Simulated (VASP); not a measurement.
# Ga3As3C in VASP: single point with PBE

Aim: the single point of Ga3As3C with PBE.

Everything below comes from runs of VASP 6.6.1. Logs are shortened: lines on timing, memory, paths and dates and some standing lists are left out, and cuts for length are marked.

**1. The cell of the first run**

The cell holds a slab with vacuum, 7 atoms: a = 4.063 Å, b = 5.746 Å, c = 19.892 Å, α = 90.00°, β = 90.00°, γ = 90.00°.

**2. Single point, PBE, collinear spin**

The input, INCAR:

```
SYSTEM = Ga3As3C
PREC = Accurate ; ENCUT = 520
EDIFF = 1E-7 ; ISMEAR = 0
SIGMA = 0.05 ; LREAL = .False.
LASPH = .True. ; NELM = 150
ALGO = Normal ; ISIF = 2
LWAVE = .False. ; LCHARG = .False.
ISPIN = 2 ; MAGMOM = 0 0 0 0 0 0 2
LORBIT = 11 ; LDIPOL = .True.
IDIPOL = 3 ; DIPOL = 0.5 0.5 0.318
GGA = PE ; NBANDS = 42
```

The input, KPOINTS:

```
Automatic mesh
0
Gamma
  7 5 1
  0 0 0
```

The input, POSCAR:

```
Ga3As3C
1.0
    4.0629609257      0.0000000000      0.0000000000
    0.0000000000      5.7458944445      0.0000000000
    0.0000000000      0.0000000000     19.8924422580
Ga As C
3 3 1
Direct
    0.5000000000      0.5000000000      0.2010813930
    0.0000000000      0.0635978709      0.3146195193
    0.5000000000      0.4877934284      0.3796180935
    0.0000000000      0.2500000000      0.2010813930
    0.5000000000      0.8095619862      0.2945554352
    0.0000000000      0.2894090607      0.4218909950
    0.0000000000      0.6227423940      0.4118269281
```

Potentials or basis: VASP PAW PBE potentials, release 64 (Ga_d, As, C).

On the command line:

```bash
> cat potpaw_PBE.64/Ga_d/POTCAR potpaw_PBE.64/As/POTCAR potpaw_PBE.64/C/POTCAR > POTCAR
> mpirun -np 1 vasp_std > vasp.out
```

OUTCAR:

```text
SYSTEM = Ga3As3C
   PREC = Accurate
   ENCUT = 520
   EDIFF = 1E-7
   ISMEAR = 0
   LREAL = .False.
   LASPH = .True.
   NELM = 150
   ISIF = 2
   ISPIN = 2
   LORBIT = 11
   GGA = PE

 ion  position               nearest neighbor table
   1  0.500  0.500  0.201-   4 2.49   4 2.49   5 2.57
   2  0.000  0.064  0.315-   6 2.50   4 2.50   5 2.53   5 2.53
   3  0.500  0.488  0.380-   7 2.27   7 2.27   6 2.48   6 2.48   5 2.51
   4  0.000  0.250  0.201-   1 2.49   1 2.49   2 2.50
   5  0.500  0.810  0.295-   3 2.51   2 2.53   2 2.53   1 2.57
   6  0.000  0.289  0.422-   7 1.93   3 2.48   3 2.48   2 2.50
   7  0.000  0.623  0.412-   6 1.93   3 2.27   3 2.27

  LATTYP: Found a simple orthorhombic cell.
 ALAT       =     4.0629609257
 B/A-ratio  =     1.4142135624
 C/A-ratio  =     4.8960456725

  Lattice vectors:

 A1 = (   4.0629609257,   0.0000000000,   0.0000000000)
 A2 = (   0.0000000000,   5.7458944445,   0.0000000000)
 A3 = (   0.0000000000,   0.0000000000,  19.8924422580)

Analysis of symmetry for initial positions (statically):
=====================================================================
 Subroutine PRICEL returns:
 Original cell was already a primitive cell.

 Routine SETGRP: Setting up the symmetry group for a
 simple orthorhombic supercell.

 Subroutine GETGRP returns: Found  2 space group operations
 (whereof  2 operations were pure point group operations)
 out of a pool of  8 trial point group operations.

The static configuration has the point symmetry C_1h.

Analysis of symmetry for dynamics (positions and initial velocities):
=====================================================================
 Subroutine PRICEL returns:
 Original cell was already a primitive cell.

 Routine SETGRP: Setting up the symmetry group for a
 simple orthorhombic supercell.

 Subroutine GETGRP returns: Found  2 space group operations
 (whereof  2 operations were pure point group operations)
 out of a pool of  8 trial point group operations.

The dynamic configuration has the point symmetry C_1h.

Analysis of structural, dynamic, and magnetic symmetry:
=====================================================================
 Subroutine PRICEL returns:
 Original cell was already a primitive cell.

 Routine SETGRP: Setting up the symmetry group for a
 simple orthorhombic supercell.

 Subroutine GETGRP returns: Found  2 space group operations
 (whereof  2 operations were pure point group operations)
 out of a pool of  8 trial point group operations.

The overall configuration has the point symmetry C_1h.

 Subroutine INISYM returns: Found  2 space group operations
 (whereof  2 operations are pure point group operations),
 and found     1 'primitive' translations

----------------------------------------------------------------------------------------

                                     Primitive cell

  volume of cell :     464.3959

  direct lattice vectors                    reciprocal lattice vectors
     4.062960926  0.000000000  0.000000000     0.246125921  0.000000000  0.000000000
     0.000000000  5.745894445  0.000000000     0.000000000  0.174037308  0.000000000
     0.000000000  0.000000000 19.892442258     0.000000000  0.000000000  0.050270348

  length of vectors
     4.062960926  5.745894445 19.892442258     0.246125921  0.174037308  0.050270348

  position of ions in fractional coordinates (direct lattice)
     0.500000000  0.500000000  0.201081393
     0.000000000  0.063597871  0.314619519
     0.500000000  0.487793428  0.379618093
     0.000000000  0.250000000  0.201081393
     0.500000000  0.809561986  0.294555435
     0.000000000  0.289409061  0.421890995
     0.000000000  0.622742394  0.411826928

  ion indices of the primitive-cell ions
   primitive index   ion index
                 1           1
                 2           2
                 3           3
                 4           4
                 5           5
                 6           6
                 7           7

----------------------------------------------------------------------------------------

 KPOINTS: Automatic mesh

Automatic generation of k-mesh.
[... 43 lines left out ...]
 SYSTEM =  Ga3As3C
   PREC   = accura    normal or accurate (medium, high low for compatibility)
   ISTART =      0    job   : 0-new  1-cont  2-samecut
   ICHARG =      2    charge: 1-file 2-atom 10-const
   ISPIN  =      2    spin polarized calculation?
   LNONCOLLINEAR =      F non collinear calculations
   LSORBIT =      F    spin-orbit coupling
   LASPH  =      T    aspherical Exc in radial PAW
   ENCUT  =  520.0 eV  38.22 Ry    6.18 a.u.   7.55 10.68 36.99*2*pi/ulx,y,z
   NELM   =    150;   NELMIN=  2; NELMDL= -5     # of ELM steps
   EDIFF  = 0.1E-06   stopping-criterion for ELM
   LREAL  =      F    real-space projection
   EDIFFG = 0.1E-05   stopping-criterion for IOM
   NSW    =      0    number of steps for IOM
   IBRION =     -1    ionic relax: 0-MD 1-quasi-New 2-CG
   NFREE  =      0    steps in history (QN), initial steepest desc. (CG)
   ISIF   =      2    stress and relaxation
   ISYM   =      2    0-nonsym 1-usesym 2-fastsym
   POTIM  = 0.5000    time-step for ionic-motion
   TEBEG  =    0.0;   TEEND  =   0.0 temperature during run
   PSTRESS=    0.0 pullay stress
   NELECT =      58.0000    total number of electrons
   NUPDOWN=      -1.0000    fix difference up-down
   EMIN   =  10.00;   EMAX   =-10.00  energy-range for DOS
   EFERMI =   0.00;   METHOD = LEGACY
   ISMEAR =     0;   SIGMA  =   0.05  broadening in eV -4-tet -1-fermi 0-gaus
   EFERMI_NEDOS =   21; number of points for ismear=-14 and -15
   IALGO  =     38    algorithm
   IMIX   =      4    mixing-type and parameters
     AMIX     =   0.40;   BMIX     =  1.00
     AMIX_MAG =   1.60;   BMIX_MAG =  1.00
  volume/ion in A,a.u.               =      66.34       447.70
  Fermi-wavevector in a.u.,A,eV,Ry     =   0.818317  1.546394  9.111033  0.669642
  Thomas-Fermi vector in A             =   1.928922
   LORBIT       =     11    0 simple, 1 ext, 2 COOP (PROOUT), +10 PAW based schemes
   GGA     = PE    functional components
   LHFCALC =     F    Hartree Fock is set to
   AEXX    =    0.0000 exact exchange contribution
   IVDW    =     0    specifies the selected vdW correction
   LEPSILON=     F    determine dielectric tensor
   LRPA    =     F    only Hartree local field effects (RPA)
 spin polarized calculation
 Gauss-broadening in eV      SIGMA  =   0.05
  energy-cutoff  :      520.00
  volume of cell :      464.40
 maximum number of plane-waves:     12539
 NGX is ok and might be reduce to    30
   NGX = 15   NGY = 21   NGZ = 73

 dipolmoment           0.000000      0.000000     -0.021286 electrons x Angstroem

 number of electron      58.0000040 magnetization       0.5103718

 dipolmoment           0.000000      0.000000      0.050789 electrons x Angstroem

 Free energy of the ion-electron system (eV)
  ---------------------------------------------------
  ext. energy  EPLUGINS =         0.00000000
  ---------------------------------------------------
  free energy    TOTEN  =       -26.99960779 eV

  energy without entropy =      -26.99461223  energy(sigma->0) =      -26.99711001

 E-fermi :  -1.8166     XC(G=0):  -3.7721

 val. band max:       -1.8174098877   @ k =   0.4286   0.2000   0.0000
 cond. band min:      -1.7860337833   @ k =   0.2857   0.0000   0.0000
 fundamental gap:      0.0313761044
 Fermi energy:        -1.8165996189

 spin component 1

 k-point     1 :       0.0000    0.0000    0.0000
  band No.  band energies     occupation
      1     -17.2249      1.00000
      2     -16.9134      1.00000
      3     -16.8909      1.00000
      4     -16.8864      1.00000
      5     -16.8863      1.00000
      6     -16.8700      1.00000
[... 517 lines left out ...]
     40       4.2717      0.00000
     41       4.4333      0.00000
 Fermi energy:        -1.8165996189

 spin component 2

 k-point     1 :       0.0000    0.0000    0.0000
  band No.  band energies     occupation
      1     -17.1833      1.00000
      2     -16.9066      1.00000
      3     -16.8817      1.00000
      4     -16.8774      1.00000
      5     -16.8739      1.00000
      6     -16.8663      1.00000
[... 517 lines left out ...]
     40       4.3154      0.00000
     41       4.4646      0.00000
 [bands above 41 left out]

------------------------ aborting loop because EDIFF is reached ----------------------------------------

 vacuum level on the upper side and lower side of the slab       (xc-potential included)         0.191        -0.192

  FORCE on cell =-STRESS in cart. coord.  units (eV):
  Direction    XX          YY          ZZ          XY          YZ          ZX
  --------------------------------------------------------------------------------------
  -------------------------------------------------------------------------------------
  Total       -0.0292608     -0.0626719      0.1768348      0.0000000     -0.4315528      0.0000000
  in kB       -0.1009506     -0.2162196      0.6100843      0.0000000     -1.4888678      0.0000000
  external PRESSURE =       0.0976380 kB  Pullay stress =       0.0000000 kB

 VOLUME and BASIS-vectors are now :
 -----------------------------------------------------------------------------
  energy-cutoff  :      520.00
  volume of cell :      464.40
      direct lattice vectors                 reciprocal lattice vectors
     4.062960926  0.000000000  0.000000000     0.246125921  0.000000000  0.000000000
     0.000000000  5.745894445  0.000000000     0.000000000  0.174037308  0.000000000
     0.000000000  0.000000000 19.892442258     0.000000000  0.000000000  0.050270348

 POSITION                                       TOTAL-FORCE (eV/Angst)
 -----------------------------------------------------------------------------------
      2.03148      2.87295      4.00000         0.000000     -0.185617      0.998031
      0.00000      0.36543      6.25855         0.000000     -0.407300     -0.507945
      2.03148      2.80281      7.55153         0.000000      1.458564     -0.241881
      0.00000      1.43647      4.00000         0.000000      0.357868     -0.559029
      2.03148      4.65166      5.85943         0.000000     -0.273258     -0.325669
      0.00000      1.66291      8.39244         0.000000     -0.996666      0.638117
      0.00000      3.57821      8.19224         0.000000      0.046409     -0.001624
 -----------------------------------------------------------------------------------
    total drift:                                0.000000      0.000683      0.000799

  FREE ENERGIE OF THE ION-ELECTRON SYSTEM (eV)
  ---------------------------------------------------
  free  energy   TOTEN  =       -26.9996077911 eV

  energy  without entropy=      -26.9946122256  energy(sigma->0) =      -26.99711001

 vacuum level on the upper side and lower side of the slab         2.864         2.471

 total charge

# of ion       s       p       d       tot
------------------------------------------
    1        0.974   0.591   9.962  11.527
    2        0.917   0.681   9.987  11.585
    3        0.916   0.698  10.007  11.620
    4        1.263   1.454   0.022   2.740
    5        1.252   1.458   0.029   2.739
    6        1.278   1.451   0.074   2.803
    7        0.981   1.204   0.000   2.185
--------------------------------------------------
tot          7.581   7.536  30.082  45.199

 magnetization (x)

# of ion       s       p       d       tot
------------------------------------------
    1        0.000  -0.001   0.001  -0.000
    2        0.012   0.012   0.000   0.024
    3        0.015   0.016   0.009   0.040
    4       -0.000   0.008   0.000   0.007
    5        0.002   0.001   0.001   0.003
    6        0.006  -0.008   0.006   0.005
    7        0.010   0.183   0.000   0.193
--------------------------------------------------
tot          0.046   0.210   0.017   0.272
```

Run time: 20 min. Hardware: 1 thread of Oxide Virtual Turin-like, shared host; peak memory 0.81 GiB.

Results:

* Free energy: -26.9996 eV
* Largest force: 1.478 eV/Å
* Net moment: 0.51 μB per cell
* Site moments: Ga -0.00, +0.02, +0.04; As +0.01, +0.00 (each value once); C +0.19 μB
* Valence electrons inside the program's atomic spheres: Ga 11.53, 11.59, 11.62; As 2.74, 2.80 (each value once); C 2.19

Forces in eV/Å, atoms in the order of the input:
```
Ga   0.000 -0.186  0.998
Ga   0.000 -0.407 -0.508
Ga   0.000  1.459 -0.242
As   0.000  0.358 -0.559
As   0.000 -0.273 -0.326
As   0.000 -0.997  0.638
C    0.000  0.046 -0.002
```

Levels at points of the mesh, in eV from the Fermi level:
Spin up:
```tsv
k point	band 26	band 27	band 28	band 29	band 30	band 31	band 32	band 33
(0.00, 0.00, 0.00)	-1.83	-1.29	-0.78	-0.50	0.26	0.94	1.07	2.05
```
Spin down:
```
           k point  band 26  band 27  band 28  band 29  band 30  band 31  band 32  band 33
(0.00, 0.00, 0.00)    -1.81    -1.20    -0.66    -0.49     0.68     1.13     1.13     2.08
```

Caveat: a moment this small can come from the mesh or the smearing.
